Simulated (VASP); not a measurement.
**CaF: relaxation of shape and atoms at fixed volume with PBE**

Crystal: CaF.

```
CELL_PARAMETERS angstrom
4.06464 0.00000 0.00000
0.00000 4.06464 0.00000
0.00000 0.00000 5.89135
ATOMIC_POSITIONS crystal
Ca 0.50000 0.00000 0.77850
Ca 0.00000 0.50000 0.22150
F 0.00000 0.00000 0.00000
F 0.50000 0.50000 0.00000
```

| Property | Result |
| --- | --- |
| Program | VASP 6.6.1 |
| Task | relaxation of shape and atoms at fixed volume |
| Functional | PBE |
| Potentials or basis | VASP PAW PBE potentials, release 64 (Ca_sv, F) |
| Cutoff | 600 eV |
| k mesh | 12 × 12 × 8 |
| Occupations | gaussian, width 0.1 eV |
| Spin | no spin polarisation |
| Dipole correction | no |
| Further INCAR settings | ALGO = Normal; EDIFF = 1e-07; IBRION = 2; EDIFFG = -0.01; NSW = 50; ISIF = 4 |

| Quantity | Value |
| --- | --- |
| Energy gained by relaxing | 0.5 meV/atom |
| Ionic steps | 3 |
| Pressure after relaxing | -2.9 GPa |
| Band gap on the k mesh | zero (bands 17 and 18 overlap by 1.29 eV) |

Step by step:
```tsv
step	energy change (eV)	largest force (eV/Å)	pressure (GPa)	volume (Å³)
1	0.0000	0.1209	-3.11	97.33
2	-0.0012	0.0763	-3.03	97.33
3	-0.0019	0.0003	-2.89	97.33
```

Final structure:
```xyz
4
Lattice="4.0618 0.0000 0.0000 0.0000 4.0618 0.0000 0.0000 0.0000 5.8995" Properties=species:S:1:pos:R:3 pbc="T T T"
Ca    2.0309    0.0000    4.6085
Ca    0.0000    2.0309    1.2910
F     0.0000    0.0000    0.0000
F     2.0309    2.0309    0.0000
```

Levels at points of the mesh, in eV from the Fermi level:
```
           k point  band 13  band 14  band 15  band 16  band 17  band 18  band 19  band 20  band 21
(0.00, 0.00, 0.00)    -7.83    -7.41    -6.76    -6.76    -2.52     1.11     1.86     2.67     2.73
(0.50, 0.00, 0.00)    -7.46    -7.46    -7.36    -7.36    -0.52    -0.52     2.35     2.35     2.57
(0.50, 0.50, 0.00)    -7.25    -7.25    -6.71    -6.71     0.65     0.65     0.73     0.73     3.21
(0.00, 0.00, 0.50)    -7.88    -7.42    -6.77    -6.77    -1.72     0.24     2.20     2.45     2.77
(0.50, 0.00, 0.50)    -7.46    -7.46    -7.37    -7.37    -0.22    -0.22     2.31     2.31     2.57
(0.50, 0.50, 0.50)    -7.26    -7.26    -6.71    -6.71     0.77     0.77     0.86     0.86     2.70
```

Wall time 9.1 min on 1 thread of Intel Xeon 8259CL (shared host), peak memory 0.45 GiB.
